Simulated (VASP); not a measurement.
Input of a VASP 6.6.1 run:

The input INCAR:

```
SYSTEM = Ir
ALGO = Normal ; EDIFF = 1E-7
ENCUT = 520 ; GGA = PE
ISIF = 2 ; ISMEAR = -1
LASPH = .True. ; LCHARG = .False.
LREAL = .False. ; LWAVE = .False.
NBANDS = 10 ; NELM = 80
PREC = Accurate ; SIGMA = 0.05
```

File KPOINTS:

```
k-points
0
Gamma
  17 17 17
  0 0 0
```

The input POSCAR:

```
Ir
1.0
    0.0000000000      1.9351952037      1.9351952037
    1.9351952037      0.0000000000      1.9351952037
    1.9351952037      1.9351952037      0.0000000000
Ir
1
Direct
    0.0000000000      0.0000000000      0.0000000000
```

Potentials or basis: VASP PAW PBE potentials, release 64 (Ir).

Command:

```sh
$ cat potpaw_PBE.64/Ir/POTCAR > POTCAR
$ mpirun -np 1 vasp_std > vasp.out
```

Estimate the pressure.

0.5 GPa.
